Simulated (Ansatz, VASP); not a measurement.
# One calculation of BaS, two programs

The input INCAR:

```
ALGO = Normal ; EDIFF = 1E-6
ENCUT = 520 ; GGA = PE
ISIF = 2 ; ISMEAR = 0
LASPH = T ; LCHARG = F
LREAL = F ; LWAVE = F
NBANDS = 15 ; NELM = 100
PREC = Accurate ; SIGMA = 0.05
```

KPOINTS

```
k-points
0
Gamma
  8 8 8
```

The input POSCAR:

```
BaS
1.0
    0.0000000000      3.1937500000      3.2576250000
    3.1937500000      0.0000000000      3.2576250000
    3.1937500000      3.1937500000      0.0000000000
Ba S
1 1
Direct
    0.0000000000      0.0000000000      0.0000000000
    0.5000000000      0.5000000000      0.5000000000
```

Input for Ansatz:

```yaml
crystal:
  lattice:
    - [0.0, 3.19375, 3.257625]
    - [3.19375, 0.0, 3.257625]
    - [3.19375, 3.19375, 0.0]
  atoms:
    - { symbol: Ba, position: [0.0, 0.0, 0.0] }
    - { symbol: S, position: [0.5, 0.5, 0.5] }
basis:
  ecutwfc: 420
kpoints:
  mp_grid: { grid: [8, 8, 8] }
hamiltonian:
  xc: pbe
scf:
  occupations: { method: gaussian, width: 0.05 }
output:
  forces: true
  stress: true
  eigenvalues: true
  write_density: true
  write_potential: true
  elf: true
  volumetric_format: npy
```

Change from the starting cell: strain +0.0200 x Voigt [0, 0, 1, 0, 0, 0], atoms carried along.

Alike in both runs: task single point; functional PBE; k mesh 8 × 8 × 8; occupations gaussian, width 0.05 eV; no spin polarisation.

|  | VASP | Ansatz |
| --- | --- | --- |
| version | VASP 6.6.1 | Ansatz 0.2.0 |
| potentials or method | VASP PAW PBE potentials, release 64 (Ba_sv, S), cutoff 520 eV | scalar-relativistic, plane waves, PAW |
| valence electrons in the cell | 16 | 16 |

```tsv
	VASP	Ansatz	Ansatz less VASP
gap on the k mesh at the Fermi level (eV)	2.12	2.21	+0.096
least direct gap on the mesh (eV)	2.26	2.33	+0.064
pressure (GPa)	0.6	0.0	-0.55
traceless stress, the component that is largest in VASP (GPa)	-1.01	-0.91	+0.094
```

Neither program's run includes spin-orbit coupling.
